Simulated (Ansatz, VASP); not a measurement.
One calculation of Te, two programs

```
CELL_PARAMETERS angstrom
2.35622 1.36036 1.79135
-2.35622 1.36036 1.79135
0.00000 -2.72072 1.79135
ATOMIC_POSITIONS crystal
Te 0.50000 0.50000 0.50000
```

Alike in both runs: task single point; functional PBE; k mesh 15 × 15 × 15; occupations gaussian, width 0.15 eV; no spin polarisation.

```csv
,VASP,Ansatz
version,VASP 6.6.1,Ansatz 0.2.0
potentials or method,"VASP PAW PBE potentials, release 64 (Te), cutoff 520 eV","scalar-relativistic, plane waves, PAW"
valence electrons in the cell,6,16
```

```tsv
	VASP	Ansatz	Ansatz less VASP
gap on the k mesh at the Fermi level (eV)	none	none	-
pressure (GPa)	-2.5	-2.4	+0.05
traceless stress, the component that is largest in VASP (GPa)	0.50	0.50	0.000
```

A gap of «none» marks a metal or a gap that the smearing closes. VASP's potentials hold 6 valence electrons a cell and Ansatz's 16, so a difference there can come from the potentials and not from the codes.

Neither program's run includes spin-orbit coupling.
